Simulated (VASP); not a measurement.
Here is a VASP 6.6.1 calculation.

File INCAR:

```
PREC = Accurate ; ENCUT = 500
EDIFF = 1E-6 ; ISMEAR = -1
SIGMA = 0.02 ; LREAL = False
LASPH = True ; NELM = 120
ALGO = Normal ; ISIF = 2
LWAVE = False ; LCHARG = True
GGA = PE ; LELF = True
LVHAR = True ; NBANDS = 72
GGA_COMPAT = False
```

KPOINTS

```
regular mesh
0
Gamma
  2 6 2
```

The input POSCAR:

```
Sb2S3
1.0
   11.4742503611      0.0000000000      0.0000000000
    0.0000000000      3.8416509770      0.0000000000
    0.0000000000      0.0000000000     11.2061015322
Sb S
8 12
Direct
    0.8524507075      0.7500000000      0.4651344503
    0.1475492925      0.2500000000      0.5348655497
    0.6475492925      0.2500000000      0.9651344503
    0.3524507075      0.7500000000      0.0348655497
    0.9711746733      0.2500000000      0.1734027053
    0.0288253267      0.7500000000      0.8265972947
    0.5288253267      0.7500000000      0.6734027053
    0.4711746733      0.2500000000      0.3265972947
    0.8759922947      0.7500000000      0.0609187025
    0.1240077053      0.2500000000      0.9390812975
    0.6240077053      0.2500000000      0.5609187025
    0.3759922947      0.7500000000      0.4390812975
    0.0495693771      0.7500000000      0.3774422728
    0.9504306229      0.2500000000      0.6225577272
    0.4504306229      0.2500000000      0.8774422728
    0.5495693771      0.7500000000      0.1225577272
    0.2952777587      0.2500000000      0.1909133329
    0.7047222413      0.7500000000      0.8090866671
    0.2047222413      0.7500000000      0.6909133329
    0.7952777587      0.2500000000      0.3090866671
```

Potentials or basis: VASP PAW PBE potentials, release 64 (Sb, S).

The run is started by

```sh
$ cat potpaw_PBE.64/Sb/POTCAR potpaw_PBE.64/S/POTCAR > POTCAR
$ mpirun -np 1 vasp_std > vasp.out
```

(1) What does it give for the largest force?

(2) What does it give for the pressure?

(3) Estimate the band gap on the k mesh.

Answers

(1) 0.265 eV/Å.

(2) 2.0 GPa.

(3) 1.29 eV (least direct gap 1.37 eV).

Caveat: spin-orbit coupling is left out, which moves the levels of the heavy elements.
